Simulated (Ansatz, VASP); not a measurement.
# One calculation of CaO, two programs

File INCAR:

```
ALGO = Normal
EDIFF = 1E-6
ENCUT = 520
GGA = PE
ISIF = 2
ISMEAR = 0
LASPH = True
LCHARG = False
LREAL = False
LWAVE = False
NBANDS = 15
NELM = 60
PREC = Accurate
SIGMA = 0.02
```

KPOINTS

```
k-points
0
Gamma
  10 10 10
```

File POSCAR:

```
CaO
1.0
    0.0000000000      2.4035556960      2.4035556960
    2.4035556960      0.0000000000      2.4035556960
    2.4035556960      2.4035556960      0.0000000000
Ca O
1 1
Direct
    0.0000000000      0.0000000000      0.0000000000
    0.5000000000      0.5000000000      0.5000000000
```

File input.yaml:

```yaml
crystal:
  lattice:
    - [0.0, 2.403555696, 2.403555696]
    - [2.403555696, 0.0, 2.403555696]
    - [2.403555696, 2.403555696, 0.0]
  atoms:
    - { symbol: Ca, position: [0.0, 0.0, 0.0] }
    - { symbol: O, position: [0.5, 0.5, 0.5] }
kpoints:
  mp_grid: { grid: [10, 10, 10] }
scf:
  occupations: { method: gaussian, width: 0.02 }
hamiltonian:
  xc: pbe
  pseudopotentials: { kind: all_electron, lapw: { basis_error: 0.001 } }
output:
  forces: true
  stress: true
  eigenvalues: true
```

Alike in both runs: task single point; functional PBE; k mesh 10 × 10 × 10; occupations gaussian, width 0.02 eV; no spin polarisation.

|  | VASP | Ansatz |
| --- | --- | --- |
| version | VASP 6.6.1 | Ansatz 0.2.0 |
| potentials or method | VASP PAW PBE potentials, release 64 (Ca_sv, O), cutoff 520 eV | all-electron LAPW, scalar-relativistic |

|  | VASP | Ansatz | Ansatz less VASP |
| --- | --- | --- | --- |
| gap on the k mesh at the Fermi level (eV) | 3.64 | 3.65 | +0.017 |
| least direct gap on the mesh (eV) | 4.01 | 4.03 | +0.016 |
| pressure (GPa) | 2.2 | 1.6 | -0.57 |

Ansatz ran all-electron here, and VASP with PAW potentials.
